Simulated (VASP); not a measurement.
Wanted: the native input for a VASP 6.6.1 run.

- Task: single point
- Functional: PBEsol
- Potentials or basis: VASP PAW PBE potentials, release 64 (Fe)
- Cutoff: 520 eV
- k mesh: 18 × 18 × 18
- Occupations: fermi-dirac, width 0.1 eV
- Spin: collinear spin, ferromagnetic start
- Starting moments: [2.5, 2.5] μB
- Dipole correction: no
- Further INCAR settings: ALGO = Normal; EDIFF = 1e-07; NBANDS = 19

The structure of Fe lies in POSCAR:

```
Fe
1.0
   -2.2169162640      2.2169162640      1.1926262826
    2.2169162640     -2.2169162640      1.1926262826
    2.2169162640      2.2169162640     -1.1926262826
Fe
2
Direct
   -0.3750000000     -0.1250000000     -0.2500000000
    0.3750000000      0.1250000000      0.2500000000
```

These files were run (other wordings do the same):

INCAR

```
ALGO = Normal ; EDIFF = 1E-7
ENCUT = 520 ; GGA = PS
ISIF = 2 ; ISMEAR = -1
ISPIN = 2 ; LASPH = T
LCHARG = F ; LMAXMIX = 4
LORBIT = 11 ; LREAL = F
LWAVE = F ; MAGMOM = 2.5 2.5
NBANDS = 19 ; NELM = 150
PREC = Accurate ; SIGMA = 0.1
```

KPOINTS

```
k-points
0
Gamma
  18 18 18
```

Potentials or basis: VASP PAW PBE potentials, release 64 (Fe).

Command:

```sh
$ cat potpaw_PBE.64/Fe/POTCAR > POTCAR
$ mpirun -np 1 vasp_std > vasp.out
```

Results of the run:

* Pressure: 1.4 GPa
* Net moment: 4.29 μB per cell
* Site moments: Fe +2.12 μB
* Valence electrons inside the program's atomic spheres: Fe 7.34

Caveat: the PAW data sets were made with another functional, which shifts forces and pressure a little.

Wall time 17 min on 1 thread of Intel Xeon 8259CL (shared host), peak memory 0.41 GiB.
